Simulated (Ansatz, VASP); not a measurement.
One calculation of PbS, two programs

Contents of INCAR:

```
SYSTEM = PbS
ALGO = Normal ; EDIFF = 1E-6
ENCUT = 520 ; GGA = RP
ISIF = 2 ; ISMEAR = -1
LASPH = .TRUE. ; LCHARG = .FALSE.
LREAL = .FALSE. ; LWAVE = .FALSE.
NBANDS = 17 ; NELM = 100
PREC = Accurate ; SIGMA = 0.05
```

KPOINTS

```
k-points
0
G
  7 7 7
  0 0 0
```

The input POSCAR:

```
PbS
1.0
    3.6536590000      0.0000000000      0.0000000000
    0.0000000000      3.6536590000      0.0000000000
    0.0000000000      0.0000000000      3.6536590000
Pb S
1 1
Direct
    0.0000000000      0.0000000000      0.0000000000
    0.5000000000      0.5000000000      0.5000000000
```

The input input.yaml:

```yaml
crystal:
  lattice:
    - [3.653659, 0.0, 0.0]
    - [0.0, 3.653659, 0.0]
    - [0.0, 0.0, 3.653659]
  atoms:
    - { symbol: Pb, position: [0.0, 0.0, 0.0] }
    - { symbol: S, position: [0.5, 0.5, 0.5] }
hamiltonian:
  xc: rpbe
  pseudopotentials: { kind: paw }
kpoints:
  mp_grid: { grid: [7, 7, 7] }
  band_path:
    path:
      - [[0.0, 0.0, 0.0], [0.0, 0.5, 0.0], [0.5, 0.5, 0.0], [0.0, 0.0, 0.0], [0.5, 0.5, 0.5], [0.0, 0.5, 0.0]]
      - [[0.5, 0.5, 0.0], [0.5, 0.5, 0.5]]
    npoints: 14
scf:
  occupations: { method: fermi_dirac, width: 0.05 }
  n_extra_bands: 6
output:
  forces: true
  stress: true
  eigenvalues: true
  fatbands: false
```

Alike in both runs: functional RPBE; k mesh 7 × 7 × 7; occupations fermi-dirac, width 0.05 eV; no spin polarisation.

|  | VASP | Ansatz |
| --- | --- | --- |
| version | VASP 6.6.1 | Ansatz 0.2.0 |
| potentials or method | VASP PAW PBE potentials, release 64 (Pb_d, S) | Ansatz PAW |
| plane-wave cutoff (eV) | 520 | 420 |
| valence electrons in the cell | 20 | 20 |
| task | single point | band structure |

```csv
,VASP,Ansatz,Ansatz less VASP
pressure (GPa),2.0,2.1,+0.10
```

VASP's potentials were made for PBE, not for RPBE. The functional is the same, so the differences come from potentials, cutoffs and numerics.

Spin-orbit coupling is off throughout.
